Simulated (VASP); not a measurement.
# SnO in VASP: further runs, part 2 of 2

VASP 6.6.1. Earlier steps stand in the parts before.

### Step 5. Single point, PBE

This run uses another cell than the first one, of 18.96 Å³/atom.

INCAR

```
SYSTEM = SnO
PREC = Accurate
ENCUT = 520
EDIFF = 1E-6
ISMEAR = 0
SIGMA = 0.01
LREAL = .False.
LASPH = .True.
NELM = 80
ALGO = Normal
ISIF = 2
LWAVE = .False.
LCHARG = .False.
GGA = PE
NBANDS = 28
```

KPOINTS

```
regular mesh
0
Gamma
  10 10 8
  0 0 0
```

POSCAR

```
SnO
1.0
    3.7908975680      0.0000000000      0.0000000000
    0.0000000000      3.9368278737      0.0000000000
    0.0000000000      0.0000000000      5.0823637346
Sn O
2 2
Direct
    0.0000000000      0.5000000000      0.2283273113
    0.5000000000      0.0000000000      0.7716726887
    0.5000000000      0.5000000000     -0.0070155136
    0.0000000000      0.0000000000      0.0070155136
```

Potentials or basis: VASP PAW PBE potentials, release 64 (Sn_d, O).

The run is started by

```
cat potpaw_PBE.64/Sn_d/POTCAR potpaw_PBE.64/O/POTCAR > POTCAR
mpirun -np 1 vasp_std > vasp.out
```

OUTCAR:

```text
SYSTEM = SnO
   PREC = Accurate
   ENCUT = 520
   EDIFF = 1E-6
   ISMEAR = 0
   LREAL = .False.
   LASPH = .True.
   NELM = 80
   ISIF = 2
   GGA = PE

 ion  position               nearest neighbor table
   1  0.000  0.500  0.228-   3 2.24   3 2.24   4 2.27   4 2.27   2 3.59   2 3.59   2 3.59   2 3.59

   2  0.500  0.000  0.772-   4 2.24   4 2.24   3 2.27   3 2.27   1 3.59   1 3.59   1 3.59   1 3.59

   3  0.500  0.500  0.993-   1 2.24   1 2.24   2 2.27   2 2.27
   4  0.000  0.000  0.007-   2 2.24   2 2.24   1 2.27   1 2.27

  LATTYP: Found a simple orthorhombic cell.
 ALAT       =     3.7908975680
 B/A-ratio  =     1.0384949219
 C/A-ratio  =     1.3406755639

  Lattice vectors:

 A1 = (   3.7908975680,   0.0000000000,   0.0000000000)
 A2 = (   0.0000000000,   3.9368278737,   0.0000000000)
 A3 = (   0.0000000000,   0.0000000000,   5.0823637346)

Analysis of symmetry for initial positions (statically):
=====================================================================
 Subroutine PRICEL returns:
 Original cell was already a primitive cell.

 Routine SETGRP: Setting up the symmetry group for a
 simple orthorhombic supercell.

 Subroutine GETGRP returns: Found  8 space group operations
 (whereof  4 operations were pure point group operations)
 out of a pool of  8 trial point group operations.

The static configuration has the point symmetry C_2v.
 The point group associated with its full space group is D_2h.

Analysis of symmetry for dynamics (positions and initial velocities):
=====================================================================
 Subroutine PRICEL returns:
 Original cell was already a primitive cell.

 Routine SETGRP: Setting up the symmetry group for a
 simple orthorhombic supercell.

 Subroutine GETGRP returns: Found  8 space group operations
 (whereof  4 operations were pure point group operations)
 out of a pool of  8 trial point group operations.

[... 122 lines left out ...]
   IALGO  =     38    algorithm
   IMIX   =      4    mixing-type and parameters
     AMIX     =   0.40;   BMIX     =  1.00
     AMIX_MAG =   1.60;   BMIX_MAG =  1.00
  volume/ion in A,a.u.               =      18.96       127.96
  Fermi-wavevector in a.u.,A,eV,Ry     =   1.322645  2.499437 23.801907  1.749391
  Thomas-Fermi vector in A             =   2.452311
   LORBIT       =      0    0 simple, 1 ext, 2 COOP (PROOUT), +10 PAW based schemes
   GGA     = PE    functional components
   LHFCALC =     F    Hartree Fock is set to
   AEXX    =    0.0000 exact exchange contribution
   IVDW    =     0    specifies the selected vdW correction
   LEPSILON=     F    determine dielectric tensor
   LRPA    =     F    only Hartree local field effects (RPA)
 non-spin polarized calculation
 Gauss-broadening in eV      SIGMA  =   0.01
  energy-cutoff  :      520.00
  volume of cell :       75.85
 maximum number of plane-waves:      2066
   NGX = 15   NGY = 15   NGZ = 19

 number of electron      39.9999999 magnetization

 Free energy of the ion-electron system (eV)
  ---------------------------------------------------
  ext. energy  EPLUGINS =         0.00000000
  ---------------------------------------------------
  free energy    TOTEN  =       -22.72438252 eV

  energy without entropy =      -22.72438252  energy(sigma->0) =      -22.72438252

 E-fermi :   6.1973     XC(G=0):  -9.8178

 val. band max:        6.1482930878   @ k =   0.1000   0.0000   0.0000
 cond. band min:       6.6403117191   @ k =   0.5000   0.5000   0.0000
 fundamental gap:      0.4920186313
 Fermi energy:         6.1972673121

 k-point     1 :       0.0000    0.0000    0.0000
  band No.  band energies     occupation
      1     -15.6146      2.00000
      2     -15.2513      2.00000
      3     -15.2435      2.00000
      4     -15.2415      2.00000
      5     -15.2141      2.00000
      6     -15.1986      2.00000
[... 733 lines left out ...]
     27      13.4637      0.00000
     28      13.4637      0.00000

 [... further k-points ...]

------------------------ aborting loop because EDIFF is reached ----------------------------------------

  FORCE on cell =-STRESS in cart. coord.  units (eV):
  Direction    XX          YY          ZZ          XY          YZ          ZX
  --------------------------------------------------------------------------------------
  -------------------------------------------------------------------------------------
  Total        0.2342375      0.0820948      0.0975954      0.0000000      0.0000000      0.0000000
  in kB        4.9478079      1.7340913      2.0615110      0.0000000      0.0000000      0.0000000
  external PRESSURE =       2.9144701 kB  Pullay stress =       0.0000000 kB

 VOLUME and BASIS-vectors are now :
 -----------------------------------------------------------------------------
  energy-cutoff  :      520.00
  volume of cell :       75.85
      direct lattice vectors                 reciprocal lattice vectors
     3.790897568  0.000000000  0.000000000     0.263789771  0.000000000  0.000000000
     0.000000000  3.936827874  0.000000000     0.000000000  0.254011613  0.000000000
     0.000000000  0.000000000  5.082363735     0.000000000  0.000000000  0.196758841

 POSITION                                       TOTAL-FORCE (eV/Angst)
 -----------------------------------------------------------------------------------
      0.00000      1.96841      1.16044         0.000000      0.000000      0.077609
      1.89545      0.00000      3.92192         0.000000      0.000000     -0.077609
      1.89545      1.96841      5.04671         0.000000      0.000000     -0.005274
      0.00000      0.00000      0.03566         0.000000      0.000000      0.005274
 -----------------------------------------------------------------------------------
    total drift:                                0.000000      0.000000      0.000000

  FREE ENERGIE OF THE ION-ELECTRON SYSTEM (eV)
  ---------------------------------------------------
  free  energy   TOTEN  =       -22.7243825220 eV

  energy  without entropy=      -22.7243825220  energy(sigma->0) =      -22.72438252
```

OSZICAR:

```text
N       E                     dE             d eps       ncg     rms          rms(c)
DAV:   1     0.418308929816E+03    0.41831E+03   -0.19889E+04 10408   0.212E+03
DAV:   2     0.382231125989E+02   -0.38009E+03   -0.36514E+03 10496   0.538E+02
DAV:   3    -0.234058654337E+02   -0.61629E+02   -0.60369E+02 11536   0.180E+02
DAV:   4    -0.264689522666E+02   -0.30631E+01   -0.30478E+01 11408   0.433E+01
DAV:   5    -0.265430056674E+02   -0.74053E-01   -0.74043E-01 11008   0.728E+00    0.117E+01
DAV:   6    -0.227782699862E+02    0.37647E+01   -0.18064E+01 16260   0.456E+01    0.510E+00
DAV:   7    -0.227450217744E+02    0.33248E-01   -0.22242E+00 12012   0.878E+00    0.251E+00
DAV:   8    -0.227310293756E+02    0.13992E-01   -0.31328E-01 12520   0.367E+00    0.818E-01
DAV:   9    -0.227232600512E+02    0.77693E-02   -0.50915E-02 16180   0.217E+00    0.251E-01
DAV:  10    -0.227248624723E+02   -0.16024E-02   -0.85468E-03 13376   0.812E-01    0.167E-01
DAV:  11    -0.227243466889E+02    0.51578E-03   -0.28345E-03 15272   0.466E-01    0.246E-02
DAV:  12    -0.227243871635E+02   -0.40475E-04   -0.33144E-04 10484   0.108E-01    0.346E-02
DAV:  13    -0.227243824950E+02    0.46685E-05   -0.42654E-05 12948   0.567E-02    0.330E-03
DAV:  14    -0.227243825220E+02   -0.26964E-07   -0.40844E-06 11128   0.125E-02
   1 F= -.22724383E+02 E0= -.22724383E+02  d E =-.540657E-15
```

Wall time 2 min (1 thread of Intel Xeon 6975P-C (Granite Rapids), shared host); peak memory 0.4 GiB.

Results:

- Free energy: -22.7244 eV
- Pressure: 0.3 GPa
- Largest force: 0.078 eV/Å
- Band gap on the k mesh: 0.49 eV (least direct gap 1.93 eV)

Forces on the atoms (eV/Å):
```
Sn   0.000  0.000  0.078
Sn   0.000  0.000 -0.078
O    0.000  0.000 -0.005
O    0.000  0.000  0.005
```

Caveat: spin-orbit coupling is left out, which moves the levels of the heavy elements. A k mesh can miss the band edges.

### Step 6. Overview

```csv
potentials or basis,cell,k mesh,cutoff (eV),smearing,gap on the mesh (eV),pressure (GPa),largest force (eV/Å)
"VASP PAW PBE potentials, release 64 (Sn_d, O_h)","a = 3.814, b = 3.814, c = 4.887 Å, 4 atoms, atomic positions A",6 × 6 × 4,910,gaussian 0.1 eV,0.16,3.7,0.45
"VASP PAW PBE potentials, release 64 (Sn_d, O)","a = 3.868, b = 3.868, c = 5.066 Å, 4 atoms, atomic positions B",10 × 10 × 8,520,gaussian 0.01 eV,0.51,0.2,0.08
"VASP PAW PBE potentials, release 64 (Sn_d, O)","a = 3.868, b = 3.868, c = 5.067 Å, angles 90.0, 88.9, 90.0°, 4 atoms, atomic positions C",10 × 10 × 8,520,gaussian 0.01 eV,0.51,0.2,0.08
"VASP PAW PBE potentials, release 64 (Sn_d, O)","a = 3.791, b = 3.937, c = 5.082 Å, 4 atoms, atomic positions D",10 × 10 × 8,520,gaussian 0.01 eV,0.49,0.3,0.08
```

Alike in all rows: task single point; level PBE; no spin polarisation.

Caveats: spin-orbit coupling is left out, which moves the levels of the heavy elements; the cutoff is under 1.25 times the usual one of these potentials, so pressure, stress and relaxed cells hold a basis-set (Pulay) error (at least some runs); the cell stands under pressure (at least some runs).

Total energies depend on the potentials used, so only differences within one code and one set of settings carry meaning.
